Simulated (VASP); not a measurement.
# NdP3 (Pm-3m) in VASP: a series of runs, part 2 of 3

VASP 6.6.1. The steps go on from the part before.

### Step 4. Relaxation of cell and atoms, PBE

This run uses another cell than the first one, of 22.36 Å³/atom.

The input, INCAR:

```
SYSTEM = NdP3
  PREC = Accurate
  ENCUT = 500
  EDIFF = 1E-7
  ISMEAR = 0
  SIGMA = 0.1
  LREAL = .False.
  LASPH = .True.
  NELM = 200
  ALGO = Normal
  ISIF = 3
  LWAVE = .False.
  LCHARG = .False.
  GGA = PE
  IBRION = 2
  NSW = 90
  EDIFFG = -0.04
  GGA_COMPAT = .False.
  NELMIN = 4
  LMAXMIX = 6
```

The input, KPOINTS:

```
regular mesh
0
Gamma
  4 4 4
  0 0 0
```

The input, POSCAR:

```
NdP3
1.0
    4.4719957500      0.0000000000      0.0000000000
    0.0000000000      4.4719957500      0.0000000000
    0.0000000000      0.0000000000      4.4719957500
Nd P
1 3
Direct
    0.0000000000      0.0000000000      0.0000000000
    0.5000000000      0.5000000000      0.0000000000
    0.5000000000      0.0000000000      0.5000000000
    0.0000000000      0.5000000000      0.5000000000
```

Potentials or basis: VASP PAW PBE potentials, release 64 (Nd_3, P), 4f in core.

Run with:

```
$ cat potpaw_PBE.64/Nd_3/POTCAR potpaw_PBE.64/P/POTCAR > POTCAR
$ mpirun -np 1 vasp_std > vasp.out
```

OUTCAR:

```text
SYSTEM = NdP3
   PREC = Accurate
   ENCUT = 500
   EDIFF = 1E-7
   ISMEAR = 0
   LREAL = .False.
   LASPH = .True.
   NELM = 200
   ISIF = 3
   GGA = PE
   IBRION = 2
   NSW = 90
   EDIFFG = -0.04
   NELMIN = 4

 ion  position               nearest neighbor table
   1  0.000  0.000  0.000-   2 3.16   3 3.16   4 3.16   3 3.16   4 3.16   2 3.16   4 3.16   4 3.16
                             2 3.16   3 3.16   3 3.16   2 3.16
   2  0.500  0.500  0.000-   1 3.16   1 3.16   1 3.16   1 3.16
   3  0.500  0.000  0.500-   1 3.16   1 3.16   1 3.16   1 3.16
   4  0.000  0.500  0.500-   1 3.16   1 3.16   1 3.16   1 3.16

  LATTYP: Found a simple cubic cell.
 ALAT       =     4.4719957500

  Lattice vectors:

 A1 = (   4.4719957500,   0.0000000000,   0.0000000000)
 A2 = (   0.0000000000,   4.4719957500,   0.0000000000)
 A3 = (   0.0000000000,   0.0000000000,   4.4719957500)

Analysis of symmetry for initial positions (statically):
=====================================================================
 Subroutine PRICEL returns:
 Original cell was already a primitive cell.

 Routine SETGRP: Setting up the symmetry group for a
 simple cubic supercell.

 Subroutine GETGRP returns: Found 48 space group operations
 (whereof 48 operations were pure point group operations)
 out of a pool of 48 trial point group operations.

The static configuration has the point symmetry O_h .

Analysis of symmetry for dynamics (positions and initial velocities):
=====================================================================
 Subroutine PRICEL returns:
 Original cell was already a primitive cell.

 Routine SETGRP: Setting up the symmetry group for a
 simple cubic supercell.

 Subroutine GETGRP returns: Found 48 space group operations
 (whereof 48 operations were pure point group operations)
 out of a pool of 48 trial point group operations.

The dynamic configuration has the point symmetry O_h .

 Subroutine INISYM returns: Found 48 space group operations
 (whereof 48 operations are pure point group operations),
 and found     1 'primitive' translations

----------------------------------------------------------------------------------------

                                     Primitive cell

  volume of cell :      89.4343

  direct lattice vectors                    reciprocal lattice vectors
     4.471995750  0.000000000  0.000000000     0.223613808  0.000000000  0.000000000
     0.000000000  4.471995750  0.000000000     0.000000000  0.223613808  0.000000000
     0.000000000  0.000000000  4.471995750     0.000000000  0.000000000  0.223613808

  length of vectors
     4.471995750  4.471995750  4.471995750     0.223613808  0.223613808  0.223613808

  position of ions in fractional coordinates (direct lattice)
     0.000000000  0.000000000  0.000000000
     0.500000000  0.500000000  0.000000000
     0.500000000  0.000000000  0.500000000
     0.000000000  0.500000000  0.500000000

  ion indices of the primitive-cell ions
   primitive index   ion index
                 1           1
                 2           2
                 3           3
                 4           4

----------------------------------------------------------------------------------------

 KPOINTS: regular mesh

Automatic generation of k-mesh.
 Grid dimensions read from file:
 generate k-points for:    4    4    4

 Generating k-lattice:

  Cartesian coordinates                     Fractional coordinates (reciprocal lattice)
     0.055903452  0.000000000  0.000000000     0.250000000  0.000000000  0.000000000
     0.000000000  0.055903452  0.000000000     0.000000000  0.250000000  0.000000000
     0.000000000  0.000000000  0.055903452     0.000000000  0.000000000  0.250000000

  Length of vectors
     0.055903452  0.055903452  0.055903452

  Shift w.r.t. Gamma in fractional coordinates (k-lattice)
     0.000000000  0.000000000  0.000000000

 Subroutine IBZKPT returns following result:
 ===========================================

 Found     10 irreducible k-points:

 Following reciprocal coordinates:
            Coordinates               Weight
  0.000000  0.000000  0.000000      1.000000
  0.250000  0.000000  0.000000      6.000000
  0.500000  0.000000  0.000000      3.000000
  0.250000  0.250000  0.000000     12.000000
  0.500000  0.250000  0.000000     12.000000
  0.500000  0.500000  0.000000      3.000000
  0.250000  0.250000  0.250000      8.000000
  0.500000  0.250000  0.250000     12.000000
  0.500000  0.500000  0.250000      6.000000
  0.500000  0.500000  0.500000      1.000000
   k-points           NKPTS =     10   k-points in BZ     NKDIM =     10   number of bands    NBANDS=     17
   number of dos      NEDOS =    301   number of ions     NIONS =      4
   total plane-waves  NPLWV =  46656
   dimension x,y,z NGX =    36 NGY =   36 NGZ =   36
   dimension x,y,z NGXF=    72 NGYF=   72 NGZF=   72
   ions per type =               1   3
   NGX,Y,Z   is equivalent  to a cutoff of  13.38, 13.38, 13.38 a.u.
   NGXF,Y,Z  is equivalent  to a cutoff of  26.77, 26.77, 26.77 a.u.
 SYSTEM =  NdP3
   PREC   = accura    normal or accurate (medium, high low for compatibility)
   ISTART =      0    job   : 0-new  1-cont  2-samecut
   ICHARG =      2    charge: 1-file 2-atom 10-const
   ISPIN  =      1    spin polarized calculation?
   LNONCOLLINEAR =      F non collinear calculations
   LSORBIT =      F    spin-orbit coupling
   LASPH  =      T    aspherical Exc in radial PAW
   ENCUT  =  500.0 eV  36.75 Ry    6.06 a.u.   8.15  8.15  8.15*2*pi/ulx,y,z
   NELM   =    200;   NELMIN=  4; NELMDL= -5     # of ELM steps
   EDIFF  = 0.1E-06   stopping-criterion for ELM
   LREAL  =      F    real-space projection
   EDIFFG = -.4E-01   stopping-criterion for IOM
   NSW    =     90    number of steps for IOM
   IBRION =      2    ionic relax: 0-MD 1-quasi-New 2-CG
   NFREE  =      1    steps in history (QN), initial steepest desc. (CG)
   ISIF   =      3    stress and relaxation
   ISYM   =      2    0-nonsym 1-usesym 2-fastsym
   POTIM  = 0.5000    time-step for ionic-motion
   TEBEG  =    0.0;   TEEND  =   0.0 temperature during run
   PSTRESS=    0.0 pullay stress
   NELECT =      26.0000    total number of electrons
   NUPDOWN=      -1.0000    fix difference up-down
   EMIN   =  10.00;   EMAX   =-10.00  energy-range for DOS
   EFERMI =   0.00;   METHOD = LEGACY
   ISMEAR =     0;   SIGMA  =   0.10  broadening in eV -4-tet -1-fermi 0-gaus
   EFERMI_NEDOS =   21; number of points for ismear=-14 and -15
   IALGO  =     38    algorithm
   IMIX   =      4    mixing-type and parameters
     AMIX     =   0.40;   BMIX     =  1.00
     AMIX_MAG =   1.60;   BMIX_MAG =  1.00
  volume/ion in A,a.u.               =      22.36       150.88
  Fermi-wavevector in a.u.,A,eV,Ry     =   1.084504  2.049416 16.002483  1.176149
  Thomas-Fermi vector in A             =   2.220596
   LORBIT       =      0    0 simple, 1 ext, 2 COOP (PROOUT), +10 PAW based schemes
   GGA     = PE    functional components
   LHFCALC =     F    Hartree Fock is set to
   AEXX    =    0.0000 exact exchange contribution
   IVDW    =     0    specifies the selected vdW correction
   LEPSILON=     F    determine dielectric tensor
   LRPA    =     F    only Hartree local field effects (RPA)
 conjugate gradient relaxation of ions
 non-spin polarized calculation
 Gauss-broadening in eV      SIGMA  =   0.10
  energy-cutoff  :      500.00
  volume of cell :       89.43
 maximum number of plane-waves:      2301
 NGX is ok and might be reduce to    36
   NGX = 17   NGY = 17   NGZ = 17

--------------------------------------- Ionic step        1  -------------------------------------------

 number of electron      26.0000001 magnetization

 Free energy of the ion-electron system (eV)
  ---------------------------------------------------
  ext. energy  EPLUGINS =         0.00000000
  ---------------------------------------------------
  free energy    TOTEN  =       -21.68360118 eV

  energy without entropy =      -21.67023833  energy(sigma->0) =      -21.67691975

------------------------ aborting loop because EDIFF is reached ----------------------------------------

  FORCE on cell =-STRESS in cart. coord.  units (eV):
  Direction    XX          YY          ZZ          XY          YZ          ZX
  --------------------------------------------------------------------------------------
  -------------------------------------------------------------------------------------
  Total       -5.8762722     -5.8762722     -5.8762722     -0.0000000     -0.0000000     -0.0000000
  in kB     -105.2709008   -105.2709008   -105.2709008     -0.0000000     -0.0000000     -0.0000000
  external PRESSURE =    -105.2709008 kB  Pullay stress =       0.0000000 kB
[... 61 lines left out ...]
  energy  without entropy=      -22.1745140025  energy(sigma->0) =      -22.17933472

--------------------------------------- Ionic step        3  -------------------------------------------

 number of electron      25.9999996 magnetization

 Free energy of the ion-electron system (eV)
  ---------------------------------------------------
  ext. energy  EPLUGINS =         0.00000000
  ---------------------------------------------------
  free energy    TOTEN  =       -22.23247570 eV

  energy without entropy =      -22.22283196  energy(sigma->0) =      -22.22765383

 E-fermi :   7.0896     XC(G=0): -10.9271

 val. band max:        7.0591534595   @ k =   0.2500   0.2500   0.0000
 cond. band min:       7.4365739035   @ k =   0.5000   0.2500   0.2500
 fundamental gap:      0.3774204441
 Fermi energy:         7.0896146633

 k-point     1 :       0.0000    0.0000    0.0000
  band No.  band energies     occupation
      1     -30.7173      2.00000
      2     -11.9343      2.00000
      3     -11.9343      2.00000
      4     -11.9343      2.00000
      5      -6.2051      2.00000
      6      -1.4449      2.00000
[... 9 lines left out ...]
     16       8.3043      0.00000
     17       8.3320      0.00000
[... 209 lines left out ...]
  FREE ENERGIE OF THE ION-ELECTRON SYSTEM (eV)
  ---------------------------------------------------
  free  energy   TOTEN  =       -22.2324757035 eV

  energy  without entropy=      -22.2228319627  energy(sigma->0) =      -22.22765383

 reached required accuracy - stopping structural energy minimisation
```

OSZICAR:

```text
N       E                     dE             d eps       ncg     rms          rms(c)
DAV:   1     0.135797585235E+03    0.13580E+03   -0.11674E+04   340   0.132E+03
DAV:   2    -0.146515668426E+02   -0.15045E+03   -0.14869E+03   440   0.255E+02
DAV:   3    -0.215089703928E+02   -0.68574E+01   -0.68221E+01   507   0.490E+01
[... 32 lines left out ...]
DAV:   6    -0.222324316993E+02   -0.45067E-04   -0.13555E-04   475   0.742E-02    0.601E-02
DAV:   7    -0.222324770289E+02   -0.45330E-04   -0.88236E-05   532   0.596E-02    0.117E-02
DAV:   8    -0.222324747774E+02    0.22514E-05   -0.58113E-06   432   0.133E-02    0.534E-03
DAV:   9    -0.222324756927E+02   -0.91528E-06   -0.77657E-07   407   0.730E-03    0.535E-04
DAV:  10    -0.222324757035E+02   -0.10771E-07   -0.22577E-08   238   0.123E-03
   3 F= -.22232476E+02 E0= -.22227654E+02  d E =-.548875E+00
```

Run time: 60 s. Hardware: 1 thread of Intel Xeon Platinum 8488C (Sapphire Rapids), shared host; peak memory 0.21 GiB.

What came out:

| Property | Result |
| --- | --- |
| Free energy | -22.2325 eV |
| Relaxed volume | 18.79 Å³/atom |
| Relaxed cell | a = 4.220 Å, b = 4.220 Å, c = 4.220 Å, α = 90.00°, β = 90.00°, γ = 90.00° |
| Space group after relaxing (to 0.1 Å) | Pm-3m (No. 221) |
| Energy gained by relaxing | 137.2 meV/atom |
| Ionic steps | 3 |
| Pressure after relaxing | 0.1 GPa |
| Band gap on the k mesh | zero (bands 13 and 14 overlap by 3.83 eV) |

The path:
```tsv
step	energy change (eV)	largest force (eV/Å)	pressure (GPa)	volume (Å³)
1	0.0000	0.0000	-10.53	89.43
2	-0.5006	0.0000	4.65	71.74
3	-0.5489	0.0000	0.05	75.16
```

Final structure:
```xyz
4
Lattice="4.2202 0.0000 0.0000 0.0000 4.2202 0.0000 0.0000 0.0000 4.2202" Properties=species:S:1:pos:R:3 pbc="T T T"
Nd    0.0000    0.0000    0.0000
P     2.1101    2.1101    0.0000
P     2.1101    0.0000    2.1101
P     0.0000    2.1101    2.1101
```

Caveat: the volume moved by over 15 % at a fixed basis, so the end points are rough; spin-orbit coupling is left out, which moves the levels of the heavy elements; the 4f electrons are frozen in the core, so they carry no moment and show no levels. Spin polarisation is off, so any magnetic state and its effect on volume and gap are missing.

### Step 5. Single point, PBE

This run uses another cell than the first one, of 19.02 Å³/atom.

The input, INCAR:

```
PREC = Accurate
ENCUT = 500
EDIFF = 1E-6
ISMEAR = 0
SIGMA = 0.1
LREAL = False
LASPH = True
NELM = 200
ALGO = Normal
ISIF = 2
LWAVE = False
LCHARG = False
GGA = PE
NBANDS = 21
GGA_COMPAT = False
LMAXMIX = 6
```

The input, KPOINTS:

```
Automatic mesh
0
Gamma
  12 12 12
```

The input, POSCAR:

```
NdP3
1.0
    4.2375985329      0.0000000000      0.0000000000
    0.0000000000      4.2375985329      0.0000000000
    0.0000000000      0.0000000000      4.2375985329
Nd P
1 3
Direct
    0.0000000000      0.0000000000      0.0000000000
    0.5000000000      0.5000000000      0.0000000000
    0.5000000000      0.0000000000      0.5000000000
    0.0000000000      0.5000000000      0.5000000000
```

Run with:

```
$ cat potpaw_PBE.64/Nd_3/POTCAR potpaw_PBE.64/P/POTCAR > POTCAR
$ mpirun -np 1 vasp_std > vasp.out
```

It took 77 s on 1 thread of Intel Xeon Platinum 8488C (Sapphire Rapids), shared host; peak memory 0.25 GiB.

The run converged. Its results:

```
Free energy            : -22.1461 eV
Pressure               : -0.3 GPa
Band gap on the k mesh : zero (bands 13 and 14 overlap by 3.85 eV)
```

Levels at points of the mesh, in eV from the Fermi level:
| k point | band 10 | band 11 | band 12 | band 13 | band 14 | band 15 | band 16 | band 17 |
| --- | --- | --- | --- | --- | --- | --- | --- | --- |
| (0.00, 0.00, 0.00) | -3.94 | -0.10 | -0.10 | -0.10 | 1.45 | 1.45 | 1.45 | 1.45 |
| (0.50, 0.00, 0.00) | -3.35 | -1.42 | -1.42 | -1.35 | -0.72 | 1.36 | 1.36 | 2.02 |
| (0.50, 0.50, 0.00) | -2.95 | -2.66 | -1.69 | -0.87 | -0.87 | 1.61 | 3.03 | 3.05 |
| (0.50, 0.50, 0.50) | -3.90 | -3.90 | 2.83 | 2.93 | 2.93 | 2.93 | 3.37 | 3.37 |

Caveat: spin-orbit coupling is left out, which moves the levels of the heavy elements; the 4f electrons are frozen in the core, so they carry no moment and show no levels. Spin polarisation is off, so any magnetic state and its effect on volume and gap are missing.

[end of part 2 of 3]
